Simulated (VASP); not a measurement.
# B3N2Cl (P-4m2) in VASP: further runs

Runs on B3N2Cl. Level: PBE. Tasks: single point, relaxation of cell and atoms.

Program: VASP 6.6.1. These are calculated values, not measurements. Logs are shortened: lines on timing, memory, paths and dates and some standing lists are left out, and cuts for length are marked.

## Step 1: The cell of the first run

The structure is tetragonal, space group P-4m2 (No. 115). Conventional cell: a = 3.217 Å, b = 3.217 Å, c = 7.571 Å, α = 90.00°, β = 90.00°, γ = 90.00°. Within 2.6 Å of B (site symmetry 2mm) lie 2 N at 1.97 Å. Within 2.6 Å of B (site symmetry -4m2) lie 4 N at 1.94 Å. N (site symmetry 2mm) has 4 B at 1.94 to 1.97 Å within 2.6 Å. Cl (site symmetry -4m2) has 8 B at 2.76 Å and 4 N at 3.14 Å and 4 Cl at 3.22 Å within 3.6 Å.

The cell was built from a structure type or drawn by symmetry, and may not be a known phase.

## Step 2: Single point, PBE

INCAR

```
PREC     = Accurate       # precision mode
ENCUT    = 520            # plane-wave cutoff, eV
EDIFF    = 1E-6           # SCF threshold, eV
ISMEAR   = 0              # smearing method
SIGMA    = 0.1            # smearing width, eV
LREAL    = F              # projectors in reciprocal space
LASPH    = T              # aspherical terms in the spheres
NELM     = 100            # most SCF steps
ALGO     = Normal         # electronic algorithm
ISIF     = 2              # what is computed and relaxed
LWAVE    = F              # write WAVECAR
LCHARG   = F              # write CHGCAR
GGA      = PE             # functional
NBANDS   = 22             # bands
```

KPOINTS

```
regular mesh
0
Gamma
  6 6 2
```

POSCAR

```
B3N2Cl
1.0
    3.2168838400      0.0000000000      0.0000000000
    0.0000000000      3.2168838400      0.0000000000
    0.0000000000      0.0000000000      7.5713980200
B N Cl
3 2 1
Direct
    0.0000000000      0.0000000000      0.2933384500
    0.0000000000      0.0000000000      0.7066615500
    0.5000000000      0.5000000000      0.0000000000
    0.5000000000      0.0000000000      0.1433060500
    0.0000000000      0.5000000000      0.8566939500
    0.5000000000      0.5000000000      0.5000000000
```

Potentials or basis: VASP PAW PBE potentials, release 64 (B, N, Cl).

Started as:

```bash
$ cat potpaw_PBE.64/B/POTCAR potpaw_PBE.64/N/POTCAR potpaw_PBE.64/Cl/POTCAR > POTCAR
$ mpirun -np 1 vasp_std > vasp.out
```

OUTCAR:

```text
PREC = Accurate
   ENCUT = 520
   EDIFF = 1E-6
   ISMEAR = 0
   LREAL = F
   LASPH = T
   NELM = 100
   ISIF = 2
   GGA = PE

 ion  position               nearest neighbor table
   1  0.000  0.000  0.293-   4 1.97   4 1.97
   2  0.000  0.000  0.707-   5 1.97   5 1.97
   3  0.500  0.500  0.000-   4 1.94   5 1.94   4 1.94   5 1.94
   4  0.500  0.000  0.143-   3 1.94   3 1.94   1 1.97   1 1.97
   5  0.000  0.500  0.857-   3 1.94   3 1.94   2 1.97   2 1.97
   6  0.500  0.500  0.500-

  LATTYP: Found a simple tetragonal cell.
 ALAT       =     3.2168838400
 C/A-ratio  =     2.3536435870

  Lattice vectors:

 A1 = (   3.2168838400,   0.0000000000,   0.0000000000)
 A2 = (   0.0000000000,   3.2168838400,   0.0000000000)
 A3 = (   0.0000000000,   0.0000000000,   7.5713980200)

Analysis of symmetry for initial positions (statically):
=====================================================================
 Subroutine PRICEL returns:
 Original cell was already a primitive cell.

 Routine SETGRP: Setting up the symmetry group for a
 simple tetragonal supercell.

 Subroutine GETGRP returns: Found  8 space group operations
 (whereof  8 operations were pure point group operations)
 out of a pool of 16 trial point group operations.

The static configuration has the point symmetry D_2d.

Analysis of symmetry for dynamics (positions and initial velocities):
=====================================================================
 Subroutine PRICEL returns:
 Original cell was already a primitive cell.

 Routine SETGRP: Setting up the symmetry group for a
 simple tetragonal supercell.

 Subroutine GETGRP returns: Found  8 space group operations
 (whereof  8 operations were pure point group operations)
 out of a pool of 16 trial point group operations.

The dynamic configuration has the point symmetry D_2d.

 Subroutine INISYM returns: Found  8 space group operations
 (whereof  8 operations are pure point group operations),
 and found     1 'primitive' translations

----------------------------------------------------------------------------------------

                                     Primitive cell

  volume of cell :      78.3514

  direct lattice vectors                    reciprocal lattice vectors
     3.216883840  0.000000000  0.000000000     0.310859841  0.000000000  0.000000000
     0.000000000  3.216883840  0.000000000     0.000000000  0.310859841  0.000000000
     0.000000000  0.000000000  7.571398020     0.000000000  0.000000000  0.132076005

  length of vectors
     3.216883840  3.216883840  7.571398020     0.310859841  0.310859841  0.132076005

  position of ions in fractional coordinates (direct lattice)
     0.000000000  0.000000000  0.293338450
     0.000000000  0.000000000  0.706661550
     0.500000000  0.500000000  0.000000000
     0.500000000  0.000000000  0.143306050
     0.000000000  0.500000000  0.856693950
     0.500000000  0.500000000  0.500000000

  ion indices of the primitive-cell ions
   primitive index   ion index
                 1           1
                 2           2
                 3           3
                 4           4
                 5           5
                 6           6

----------------------------------------------------------------------------------------

 KPOINTS: regular mesh

Automatic generation of k-mesh.
 Grid dimensions read from file:
 generate k-points for:    6    6    2

 Generating k-lattice:

  Cartesian coordinates                     Fractional coordinates (reciprocal lattice)
     0.051809974  0.000000000  0.000000000     0.166666667  0.000000000  0.000000000
     0.000000000  0.051809974  0.000000000     0.000000000  0.166666667  0.000000000
     0.000000000  0.000000000  0.066038002     0.000000000  0.000000000  0.500000000

  Length of vectors
     0.051809974  0.051809974  0.066038002

  Shift w.r.t. Gamma in fractional coordinates (k-lattice)
     0.000000000  0.000000000  0.000000000

 Subroutine IBZKPT returns following result:
 ===========================================

 Found     20 irreducible k-points:

 Following reciprocal coordinates:
            Coordinates               Weight
  0.000000  0.000000  0.000000      1.000000
  0.166667  0.000000  0.000000      4.000000
  0.333333  0.000000  0.000000      4.000000
  0.500000  0.000000  0.000000      2.000000
  0.166667  0.166667  0.000000      4.000000
  0.333333  0.166667  0.000000      8.000000
[... 12 lines left out ...]
  0.500000  0.333333  0.500000      4.000000
  0.500000  0.500000  0.500000      1.000000
   k-points           NKPTS =     20   k-points in BZ     NKDIM =     20   number of bands    NBANDS=     22
   number of dos      NEDOS =    301   number of ions     NIONS =      6
   total plane-waves  NPLWV =  32256
   dimension x,y,z NGX =    24 NGY =   24 NGZ =   56
   dimension x,y,z NGXF=    48 NGYF=   48 NGZF=  112
   ions per type =               3   2   1
   NGX,Y,Z   is equivalent  to a cutoff of  12.40, 12.40, 12.30 a.u.
   NGXF,Y,Z  is equivalent  to a cutoff of  24.81, 24.81, 24.59 a.u.
 SYSTEM =  unknown system
   PREC   = accura    normal or accurate (medium, high low for compatibility)
   ISTART =      0    job   : 0-new  1-cont  2-samecut
   ICHARG =      2    charge: 1-file 2-atom 10-const
   ISPIN  =      1    spin polarized calculation?
   LNONCOLLINEAR =      F non collinear calculations
   LSORBIT =      F    spin-orbit coupling
   LASPH  =      T    aspherical Exc in radial PAW
   ENCUT  =  520.0 eV  38.22 Ry    6.18 a.u.   5.98  5.98 14.08*2*pi/ulx,y,z
   NELM   =    100;   NELMIN=  2; NELMDL= -5     # of ELM steps
   EDIFF  = 0.1E-05   stopping-criterion for ELM
   LREAL  =      F    real-space projection
   EDIFFG = 0.1E-04   stopping-criterion for IOM
   NSW    =      0    number of steps for IOM
   IBRION =     -1    ionic relax: 0-MD 1-quasi-New 2-CG
   NFREE  =      0    steps in history (QN), initial steepest desc. (CG)
   ISIF   =      2    stress and relaxation
   ISYM   =      2    0-nonsym 1-usesym 2-fastsym
   POTIM  = 0.5000    time-step for ionic-motion
   TEBEG  =    0.0;   TEEND  =   0.0 temperature during run
   PSTRESS=    0.0 pullay stress
   NELECT =      26.0000    total number of electrons
   NUPDOWN=      -1.0000    fix difference up-down
   EMIN   =  10.00;   EMAX   =-10.00  energy-range for DOS
   EFERMI =   0.00;   METHOD = LEGACY
   ISMEAR =     0;   SIGMA  =   0.10  broadening in eV -4-tet -1-fermi 0-gaus
   EFERMI_NEDOS =   21; number of points for ismear=-14 and -15
   IALGO  =     38    algorithm
   IMIX   =      4    mixing-type and parameters
     AMIX     =   0.40;   BMIX     =  1.00
     AMIX_MAG =   1.60;   BMIX_MAG =  1.00
  volume/ion in A,a.u.               =      13.06        88.12
  Fermi-wavevector in a.u.,A,eV,Ry     =   1.133401  2.141818 17.478021  1.284598
  Thomas-Fermi vector in A             =   2.270104
   LORBIT       =      0    0 simple, 1 ext, 2 COOP (PROOUT), +10 PAW based schemes
   GGA     = PE    functional components
   LHFCALC =     F    Hartree Fock is set to
   AEXX    =    0.0000 exact exchange contribution
   IVDW    =     0    specifies the selected vdW correction
   LEPSILON=     F    determine dielectric tensor
   LRPA    =     F    only Hartree local field effects (RPA)
 non-spin polarized calculation
 Gauss-broadening in eV      SIGMA  =   0.10
  energy-cutoff  :      520.00
  volume of cell :       78.35
 maximum number of plane-waves:      2140
 NGX is ok and might be reduce to    24
   NGX = 11   NGY = 11   NGZ = 29

 number of electron      25.9999997 magnetization

 Free energy of the ion-electron system (eV)
  ---------------------------------------------------
  ext. energy  EPLUGINS =         0.00000000
  ---------------------------------------------------
  free energy    TOTEN  =       -29.76606337 eV

  energy without entropy =      -29.75055447  energy(sigma->0) =      -29.75830892

 E-fermi :   3.2050     XC(G=0):  -9.9042

 val. band max:        3.1795280702   @ k =   0.5000   0.0000   0.5000
 cond. band min:       3.2591307286   @ k =   0.3333   0.1667   0.5000
 fundamental gap:      0.0796026583
 Fermi energy:         3.2049842674

 k-point     1 :       0.0000    0.0000    0.0000
  band No.  band energies     occupation
      1     -13.3106      2.00000
      2     -12.2838      2.00000
      3     -11.3839      2.00000
      4      -3.4535      2.00000
      5      -3.4257      2.00000
      6      -0.7473      2.00000
[... 14 lines left out ...]
     21       8.3279      0.00000
     22       8.3279      0.00000

 k-point     2 :       0.1667    0.0000    0.0000
  band No.  band energies     occupation
      1     -13.1303      2.00000
      2     -12.1203      2.00000
      3     -11.2855      2.00000
      4      -3.6940      2.00000
      5      -3.3215      2.00000
      6      -1.5077      2.00000
[... 14 lines left out ...]
     21       8.3869      0.00000
     22       8.6305      0.00000

 k-point     3 :       0.3333    0.0000    0.0000
  band No.  band energies     occupation
      1     -12.7098      2.00000
      2     -11.7117      2.00000
      3     -11.1408      2.00000
      4      -4.4240      2.00000
      5      -3.4316      2.00000
      6      -3.3142      2.00000
[... 14 lines left out ...]
     21       8.7020      0.00000
     22       9.2732      0.00000
[... 376 lines left out ...]
 k-point    19 :       0.5000    0.3333    0.5000
  band No.  band energies     occupation
      1     -12.0128      2.00000
      2     -10.8713      2.00000
      3     -10.8566      2.00000
      4      -4.0640      2.00000
      5      -3.9065      2.00000
      6      -2.9694      2.00000
[... 14 lines left out ...]
     21       9.7097      0.00000
     22       9.9184      0.00000

 k-point    20 :       0.5000    0.5000    0.5000
  band No.  band energies     occupation
      1     -11.8453      2.00000
      2     -10.6982      2.00000
      3     -10.6982      2.00000
      4      -4.2405      2.00000
      5      -3.4041      2.00000
      6      -3.0897      2.00000
[... 14 lines left out ...]
     21       9.8351      0.00000
     22       9.8612      0.00000

------------------------ aborting loop because EDIFF is reached ----------------------------------------

  FORCE on cell =-STRESS in cart. coord.  units (eV):
  Direction    XX          YY          ZZ          XY          YZ          ZX
  --------------------------------------------------------------------------------------
  -------------------------------------------------------------------------------------
  Total      -19.7050821    -19.7050821    -14.6328251      0.0000000      0.0000000     -0.0000000
  in kB     -402.9414972   -402.9414972   -299.2209036      0.0000000      0.0000000     -0.0000000
  external PRESSURE =    -368.3679660 kB  Pullay stress =       0.0000000 kB

 VOLUME and BASIS-vectors are now :
 -----------------------------------------------------------------------------
  energy-cutoff  :      520.00
  volume of cell :       78.35
      direct lattice vectors                 reciprocal lattice vectors
     3.216883840  0.000000000  0.000000000     0.310859841  0.000000000  0.000000000
     0.000000000  3.216883840  0.000000000     0.000000000  0.310859841  0.000000000
     0.000000000  0.000000000  7.571398020     0.000000000  0.000000000  0.132076005

 POSITION                                       TOTAL-FORCE (eV/Angst)
 -----------------------------------------------------------------------------------
      0.00000      0.00000      2.22098        -0.000000      0.000000     -2.668624
      0.00000      0.00000      5.35042        -0.000000      0.000000      2.668624
      1.60844      1.60844      0.00000        -0.000000      0.000000     -0.000000
      1.60844      0.00000      1.08503         0.000000      0.000000     -0.741580
      0.00000      1.60844      6.48637        -0.000000      0.000000      0.741580
      1.60844      1.60844      3.78570        -0.000000     -0.000000     -0.000000
 -----------------------------------------------------------------------------------
    total drift:                                0.000000      0.000000      0.000000

  FREE ENERGIE OF THE ION-ELECTRON SYSTEM (eV)
  ---------------------------------------------------
  free  energy   TOTEN  =       -29.7660633683 eV

  energy  without entropy=      -29.7505544663  energy(sigma->0) =      -29.75830892
```

Wall time 12 s (1 thread of Intel Xeon 6975P-C (Granite Rapids), shared host); peak memory 0.18 GiB.

What came out:

| Item | Value |
| --- | --- |
| Free energy | -29.7661 eV |
| Pressure | -36.8 GPa |
| Largest force | 2.669 eV/Å |
| Band gap on the k mesh | zero (bands 13 and 14 overlap by 0.44 eV) |

Forces in eV/Å, atoms in the order of the input:
```
B    0.000  0.000 -2.669
B    0.000  0.000  2.669
B    0.000  0.000  0.000
N    0.000  0.000 -0.742
N    0.000  0.000  0.742
Cl   0.000  0.000  0.000
```

Levels at points of the mesh, in eV from the Fermi level:
```csv
k point,band 9,band 10,band 11,band 12,band 13,band 14,band 15,band 16,band 17,band 18
"(0.00, 0.00, 0.00)",-2.65,-2.37,-2.37,-2.26,-2.20,1.18,1.53,2.29,3.24,3.54
"(0.50, 0.00, 0.00)",-3.48,-2.93,-2.69,-2.02,-1.14,1.28,1.56,2.68,3.04,3.51
"(0.50, 0.50, 0.00)",-4.90,-4.04,-4.04,-2.90,-2.24,0.38,0.54,0.54,3.77,3.77
"(0.00, 0.00, 0.50)",-3.16,-3.16,-1.92,-1.92,-0.52,-0.12,1.81,3.05,3.25,3.25
"(0.50, 0.00, 0.50)",-2.92,-2.69,-2.34,-2.03,-0.03,0.60,0.83,3.01,3.10,3.55
"(0.50, 0.50, 0.50)",-4.56,-3.74,-3.74,-3.29,-1.87,-0.13,-0.04,-0.04,4.69,4.81
```

Caveat: the k points lie up to 0.41 Å⁻¹ apart; forces of over 1 eV/Å act on the atoms, so gaps and moduli don't describe the material at rest.

## Step 3: Relaxation of cell and atoms, PBE

This run uses another cell than the first one, of 7.92 Å³/atom.

INCAR

```
PREC = Accurate
ENCUT = 600
EDIFF = 1E-6
ISMEAR = 0
SIGMA = 0.1
LREAL = F
LASPH = T
NELM = 80
ALGO = Normal
ISIF = 3
LWAVE = F
LCHARG = F
GGA = PE
IBRION = 2
NSW = 90
EDIFFG = -0.04
```

KPOINTS

```
Automatic mesh
0
Gamma
  6 6 4
```

POSCAR

```
B3N2Cl
1.0
    2.6240369582      0.0000000000      0.0000000000
    0.0000000000      2.6240369582      0.0000000000
    0.0000000000      0.0000000000      6.9012772858
B N Cl
3 2 1
Direct
    0.0000000000      0.0000000000      0.2529321524
    0.0000000000      0.0000000000      0.7470678476
    0.5000000000      0.5000000000      0.0000000000
    0.5000000000      0.0000000000      0.1315774960
    0.0000000000      0.5000000000      0.8684225040
    0.5000000000      0.5000000000      0.5000000000
```

Potentials or basis: VASP PAW PBE potentials, release 64 (B, N, Cl).

Started as:

```bash
$ cat potpaw_PBE.64/B/POTCAR potpaw_PBE.64/N/POTCAR potpaw_PBE.64/Cl/POTCAR > POTCAR
$ mpirun -np 1 vasp_std > vasp.out
```

Wall time 14 s (1 thread of Intel Xeon 6975P-C (Granite Rapids), shared host); peak memory 0.18 GiB.

Results (log left out):

```yaml
Free_energy: -37.2836 eV
Pressure_after_relaxing: 0.0 GPa
Largest_force_after_relaxing: 0.019 eV/Å
Band_gap_on_the_k_mesh: zero (bands 13 and 14 overlap by 3.30 eV)
```

Forces in eV/Å, atoms in the order of the input:
```
B    0.000  0.000  0.019
B    0.000  0.000 -0.019
B    0.000  0.000  0.000
N    0.000  0.000  0.005
N    0.000  0.000 -0.005
Cl   0.000  0.000  0.000
```

Stress tensor (GPa, compression positive):
```
-0.02  0.00  0.00
 0.00 -0.02  0.00
 0.00  0.00 -0.10
```

Final structure:
```xyz
6
Lattice="2.6240 0.0000 0.0000 0.0000 2.6240 0.0000 0.0000 0.0000 6.9013" Properties=species:S:1:pos:R:3 pbc="T T T"
B     0.0000    0.0000    1.7456
B     0.0000    0.0000    5.1557
B     1.3120    1.3120    0.0000
N     1.3120    0.0000    0.9081
N     0.0000    1.3120    5.9932
Cl    1.3120    1.3120    3.4506
```

Levels at points of the mesh, in eV from the Fermi level:
```tsv
k point	band 11	band 12	band 13	band 14	band 15	band 16
(0.00, 0.00, 0.00)	-1.15	-1.15	0.22	2.33	4.27	4.34
(0.50, 0.00, 0.00)	-5.04	-1.98	0.10	1.89	3.28	4.95
(0.50, 0.50, 0.00)	-6.68	-3.26	-1.92	-1.33	-1.33	1.08
(0.00, 0.00, 0.50)	-1.01	-1.01	1.12	2.38	3.28	4.81
(0.50, 0.00, 0.50)	-3.83	-1.09	0.09	1.39	2.75	4.91
(0.50, 0.50, 0.50)	-6.23	-3.48	-2.02	-2.02	-1.65	0.58
```

Caveat: the k points lie up to 0.40 Å⁻¹ apart in the final cell, too coarse for converged energies and pressures of a metal; the relaxation stopped at its first step, so nothing moved.

## Step 4: Single point, PBE

This run uses another cell than the first one, of 7.94 Å³/atom.

INCAR

```
SYSTEM = B3N2Cl
ALGO = Normal ; EDIFF = 1E-7
ENCUT = 520 ; GGA = PE
ISIF = 2 ; ISMEAR = 0
LASPH = .True. ; LCHARG = .True.
LELF = .True. ; LREAL = .False.
LVHAR = .True. ; LWAVE = .False.
NBANDS = 22 ; NELM = 100
PREC = Accurate ; SIGMA = 0.1
```

KPOINTS

```
k-points
0
Gamma
  14 14 6
  0 0 0
```

POSCAR

```
B3N2Cl
1.0
    2.6325249267      0.0000000000      0.0000000000
    0.0000000000      2.6325249267      0.0000000000
    0.0000000000      0.0000000000      6.8725053964
B N Cl
3 2 1
Direct
    0.0000000000      0.0000000000      0.2540149864
    0.0000000000      0.0000000000      0.7459850136
    0.5000000000      0.5000000000      0.0000000000
    0.5000000000      0.0000000000      0.1319948447
    0.0000000000      0.5000000000      0.8680051553
    0.5000000000      0.5000000000      0.5000000000
```

Started as:

```bash
$ cat potpaw_PBE.64/B/POTCAR potpaw_PBE.64/N/POTCAR potpaw_PBE.64/Cl/POTCAR > POTCAR
$ mpirun -np 1 vasp_std > vasp.out
```

Run time: 64 s. Hardware: 1 thread of Intel Xeon 6975P-C (Granite Rapids), shared host; peak memory 0.24 GiB.

It converged, with:

```
Free energy            : -37.3045 eV
Pressure               : 0.0 GPa
Largest force          : 0.004 eV/Å
Band gap on the k mesh : zero (bands 13 and 14 overlap by 3.39 eV)
```

Forces on the atoms (eV/Å):
```
B    0.000  0.000  0.004
B    0.000  0.000 -0.004
B    0.000  0.000  0.000
N    0.000  0.000  0.003
N    0.000  0.000 -0.003
Cl   0.000  0.000  0.000
```

Levels at points of the mesh, in eV from the Fermi level:
| k point | band 9 | band 10 | band 11 | band 12 | band 13 | band 14 | band 15 | band 16 | band 17 | band 18 |
| --- | --- | --- | --- | --- | --- | --- | --- | --- | --- | --- |
| (0.00, 0.00, 0.00) | -5.36 | -3.99 | -1.42 | -1.42 | -0.08 | 1.94 | 3.84 | 4.03 | 5.03 | 5.03 |
| (0.50, 0.00, 0.00) | -5.80 | -5.49 | -5.29 | -2.29 | -0.16 | 1.61 | 3.02 | 4.51 | 6.02 | 6.38 |
| (0.50, 0.50, 0.00) | -8.80 | -6.93 | -6.93 | -3.51 | -2.33 | -1.61 | -1.61 | 0.71 | 4.87 | 4.87 |
| (0.00, 0.00, 0.50) | -5.42 | -5.42 | -1.27 | -1.27 | 0.80 | 2.00 | 2.93 | 4.47 | 4.49 | 4.49 |
| (0.50, 0.00, 0.50) | -5.80 | -5.49 | -4.07 | -1.40 | -0.17 | 1.11 | 2.51 | 4.47 | 6.10 | 6.38 |
| (0.50, 0.50, 0.50) | -8.82 | -6.46 | -6.46 | -3.75 | -2.33 | -2.33 | -2.05 | 0.20 | 7.33 | 7.33 |

[end of part 1 of 2]
